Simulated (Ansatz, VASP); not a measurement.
One calculation of Al2O3, two programs

Contents of POSCAR:

```
Al2O3
1.0
    2.4039417608      1.3879164236      4.3742070950
   -2.4039417606      1.3879164244      4.3742070946
    0.0000000008     -2.7758328448      4.3742070954
Al O
4 6
Direct
    0.6479213249      0.6479213249      0.6479213249
    0.8520786751      0.8520786751      0.8520786751
    0.1479213249      0.1479213249      0.1479213249
    0.3520786751      0.3520786751      0.3520786751
    0.4436562505      0.0563437495      0.7500000000
    0.9436562505      0.2500000000      0.5563437495
    0.0563437495      0.7500000000      0.4436562505
    0.7500000000      0.4436562505      0.0563437495
    0.2500000000      0.5563437495      0.9436562505
    0.5563437495      0.9436562505      0.2500000000
```

The input INCAR.step1:

```
PREC     = Accurate       # precision mode
ENCUT    = 520            # plane-wave cutoff, eV
EDIFF    = 1E-5           # SCF threshold, eV
ISMEAR   = -1             # smearing method
SIGMA    = 0.01           # smearing width, eV
LREAL    = False          # projectors in reciprocal space
LASPH    = True           # aspherical terms in the spheres
NELM     = 120            # most SCF steps
ALGO     = Normal         # electronic algorithm
ISIF     = 2              # what is computed and relaxed
LWAVE    = True           # write WAVECAR
NBANDS   = 35             # bands
GGA      = PE             # functional
GGA_COMPAT= False
```

Contents of INCAR.step2:

```
PREC     = Accurate       # precision mode
ENCUT    = 520            # plane-wave cutoff, eV
EDIFF    = 1E-6           # SCF threshold, eV
ISMEAR   = -1             # smearing method
SIGMA    = 0.01           # smearing width, eV
LREAL    = False          # projectors in reciprocal space
LASPH    = True           # aspherical terms in the spheres
NELM     = 120            # most SCF steps
ALGO     = Normal         # electronic algorithm
ISIF     = 2              # what is computed and relaxed
LWAVE    = False          # write WAVECAR
LCHARG   = True           # write CHGCAR
GGA      = PE             # functional
LHFCALC  = True           # exact exchange
HFSCREEN = 0.2079         # screening, 1/A
PRECFOCK = Fast         
LELF     = True           # ELF
LVHAR    = True         
NBANDS   = 35             # bands
ISTART   = 1            
GGA_COMPAT= False
```

File KPOINTS:

```
Automatic mesh
0
Gamma
  2 2 2
```

Input for Ansatz:

```yaml
crystal:
  lattice:
    - [2.403941760829, 1.387916423564, 4.374207095]
    - [-2.403941760575, 1.387916424375, 4.374207094603]
    - [8.289959064674e-10, -2.775832844814, 4.374207095397]
  atoms:
    - { symbol: Al, position: [0.6479213249286, 0.6479213249286, 0.6479213249286] }
    - { symbol: Al, position: [0.8520786750714, 0.8520786750714, 0.8520786750714] }
    - { symbol: Al, position: [0.1479213249286, 0.1479213249286, 0.1479213249286] }
    - { symbol: Al, position: [0.3520786750714, 0.3520786750714, 0.3520786750714] }
    - { symbol: O, position: [0.4436562504742, 0.0563437495258, 0.75] }
    - { symbol: O, position: [0.9436562504742, 0.25, 0.5563437495258] }
    - { symbol: O, position: [0.0563437495258, 0.75, 0.4436562504742] }
    - { symbol: O, position: [0.75, 0.4436562504742, 0.0563437495258] }
    - { symbol: O, position: [0.25, 0.5563437495258, 0.9436562504742] }
    - { symbol: O, position: [0.5563437495258, 0.9436562504742, 0.25] }
basis:
  ecutwfc: 420.0
  ecutrho_ratio: 4
  xc_grid: 2
  fft_grid_basis: typed
  precision: f64
kpoints:
  mp_grid: { grid: [2, 2, 2] }
hamiltonian:
  xc: hse06
  pseudopotentials: { kind: paw, azcp: { folder: soft_1 } }
scf:
  max_iter: 100
  occupations: { method: fermi_dirac, width: 0.01 }
output:
  forces: true
checkpoint:
  write: "../host.hse06.run"
  compress: false
  write_wavefunctions: true
  write_every: 100000
```

Alike in both runs: task single point; functional HSE06; k mesh 2 × 2 × 2; occupations fermi-dirac, width 0.01 eV; no spin polarisation.

|  | VASP | Ansatz |
| --- | --- | --- |
| version | VASP 6.6.1 | Ansatz 0.2.0 |
| potentials or method | VASP PAW PBE potentials, release 64 (Al, O), cutoff 520 eV | plane-wave PAW DFT |
| valence electrons in the cell | 48 | 48 |

```csv
,VASP,Ansatz,Ansatz less VASP
gap on the k mesh at the Fermi level (eV),7.70,7.71,+0.015
rms of the force components (eV/Å),0.011,0.019,+0.0081
```

Atom by atom the forces differ by 0.010 eV/Å (rms over components).

The k mesh is coarse, so the values compare programs but aren't converged.
